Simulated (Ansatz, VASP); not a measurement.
# BP: VASP beside Ansatz

File INCAR:

```
SYSTEM = BP
  PREC = Accurate
  ENCUT = 520
  EDIFF = 1E-6
  ISMEAR = 0
  SIGMA = 0.05
  LREAL = .FALSE.
  LASPH = .TRUE.
  NELM = 100
  ALGO = Normal
  ISIF = 2
  LWAVE = .FALSE.
  LCHARG = .FALSE.
  GGA = PE
  NBANDS = 11
```

File KPOINTS:

```
Automatic mesh
0
G
  10 10 10
  0 0 0
```

Contents of POSCAR:

```
BP
1.0
    0.0000000000      2.2803450000      2.2690000000
    2.2803450000      0.0000000000      2.2690000000
    2.2803450000      2.2803450000      0.0000000000
B P
1 1
Direct
    0.0000000000      0.0000000000      0.0000000000
    0.7500000000      0.7500000000      0.7500000000
```

Input for Ansatz:

```yaml
crystal:
  lattice:
    - [0.0, 2.280345, 2.269]
    - [2.280345, 0.0, 2.269]
    - [2.280345, 2.280345, 0.0]
  atoms:
    - { symbol: B, position: [0.0, 0.0, 0.0] }
    - { symbol: P, position: [0.75, 0.75, 0.75] }
basis:
  ecutwfc: 420
kpoints:
  mp_grid: { grid: [10, 10, 10] }
hamiltonian:
  xc: pbe
scf:
  occupations: { method: gaussian, width: 0.05 }
output:
  forces: true
  stress: true
  eigenvalues: true
```

Change from the starting cell: strain +0.0050 x Voigt [1, 1, 0, 0, 0, 0], atoms carried along.

Alike in both runs: task single point; functional PBE; k mesh 10 × 10 × 10; occupations gaussian, width 0.05 eV; no spin polarisation.

```csv
,VASP,Ansatz
version,VASP 6.6.1,Ansatz 0.2.0
potentials or method,"VASP PAW PBE potentials, release 64 (B, P), cutoff 520 eV","scalar-relativistic, plane waves, PAW"
valence electrons in the cell,8,8
```

|  | VASP | Ansatz | Ansatz less VASP |
| --- | --- | --- | --- |
| gap on the k mesh at the Fermi level (eV) | 1.18 | 1.18 | +0.004 |
| least direct gap on the mesh (eV) | 3.34 | 3.34 | +0.003 |
| pressure (GPa) | -0.7 | -0.5 | +0.23 |
| traceless stress, the component that is largest in VASP (GPa) | 0.88 | 0.88 | -0.001 |

With one functional, cell and mesh, what is left measures potentials, basis and numerics.
